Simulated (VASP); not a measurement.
Here is a VASP 6.6.1 calculation.

The input INCAR:

```
ALGO     = Normal         # electronic algorithm
EDIFF    = 1E-7           # SCF threshold, eV
ENCUT    = 520            # plane-wave cutoff, eV
GGA      = PS             # functional
ISIF     = 2              # what is computed and relaxed
ISMEAR   = 0              # smearing method
LASPH    = True           # aspherical terms in the spheres
LCHARG   = False          # write CHGCAR
LREAL    = False          # projectors in reciprocal space
LWAVE    = False          # write WAVECAR
NBANDS   = 16             # bands
NELM     = 100            # most SCF steps
PREC     = Accurate       # precision mode
SIGMA    = 0.1            # smearing width, eV
```

The input KPOINTS:

```
k-points
0
Gamma
  14 14 14
```

The input POSCAR:

```
AlC3
1.0
    3.1309066247      0.0000000000      0.0000000000
    0.0000000000      3.1309066247      0.0000000000
    0.0000000000      0.0000000000      3.1309066247
Al C
1 3
Direct
    0.0000000000      0.0000000000      0.0000000000
    0.0000000000      0.5000000000      0.5000000000
    0.5000000000      0.0000000000      0.5000000000
    0.5000000000      0.5000000000      0.0000000000
```

Potentials or basis: VASP PAW PBE potentials, release 64 (Al, C).

Run with:

```bash
$ cat potpaw_PBE.64/Al/POTCAR potpaw_PBE.64/C/POTCAR > POTCAR
$ mpirun -np 1 vasp_std > vasp.out
```

(1) Predict the pressure.

## Answers

(1) 8.6 GPa.

Caveat: the cell differs from its parent crystal (strained); the PAW data sets were made with another functional, which shifts forces and pressure a little.
